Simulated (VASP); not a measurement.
Write the native input for VASP 6.6.1 that does the following.

| Item | Value |
| --- | --- |
| Task | single point |
| Functional | PBE |
| Potentials or basis | VASP PAW PBE potentials, release 64 (Pt, C) |
| Cutoff | 520 eV |
| k mesh | 6 × 6 × 6 |
| Occupations | gaussian, width 0.1 eV |
| Spin | no spin polarisation |
| Dipole correction | no |
| Further INCAR settings | ALGO = Normal; EDIFF = 1e-06; NBANDS = 32 |

The structure of PtC3 lies in POSCAR:

```
PtC3
1.0
    4.8010418221      0.0000000000      0.0000000000
   -2.4005209111      4.1578241826      0.0000000000
    0.0000000000      0.0000000000      3.8535768261
Pt C
2 6
Direct
    0.3333333333      0.6666666667      0.2500000000
    0.6666666667      0.3333333333      0.7500000000
    0.8330000000      0.6660000000      0.2500000000
    0.1670000000      0.8330000000      0.7500000000
    0.3340000000      0.1670000000      0.2500000000
    0.1670000000      0.3340000000      0.7500000000
    0.8330000000      0.1670000000      0.2500000000
    0.6660000000      0.8330000000      0.7500000000
```

These files were run (other wordings do the same):

INCAR

```
SYSTEM = PtC3
PREC     = Accurate       ! precision mode
ENCUT    = 520            ! plane-wave cutoff, eV
EDIFF    = 1E-6           ! SCF threshold, eV
ISMEAR   = 0              ! smearing method
SIGMA    = 0.1            ! smearing width, eV
LREAL    = .FALSE.        ! projectors in reciprocal space
LASPH    = .TRUE.         ! aspherical terms in the spheres
NELM     = 100            ! most SCF steps
ALGO     = Normal         ! electronic algorithm
ISIF     = 2              ! what is computed and relaxed
LWAVE    = .FALSE.        ! write WAVECAR
LCHARG   = .FALSE.        ! write CHGCAR
GGA      = PE             ! functional
NBANDS   = 32             ! bands
```

KPOINTS

```
Automatic mesh
0
G
  6 6 6
  0 0 0
```

Potentials or basis: VASP PAW PBE potentials, release 64 (Pt, C).

The run is started by

```console
$ cat potpaw_PBE.64/Pt/POTCAR potpaw_PBE.64/C/POTCAR > POTCAR
$ mpirun -np 1 vasp_std > vasp.out
```

It gave:

```
Pressure               : 3.5 GPa
Largest force          : 0.480 eV/Å
Band gap on the k mesh : zero (bands 22 and 23 overlap by 1.09 eV)
```

Caveat: the cell stands under pressure; spin-orbit coupling is left out, which moves the levels of the heavy elements.

Wall time 27 s on 1 thread of Intel(R) Xeon(R) 6975P-C (Granite Rapids) (shared host), peak memory 0.21 GiB.
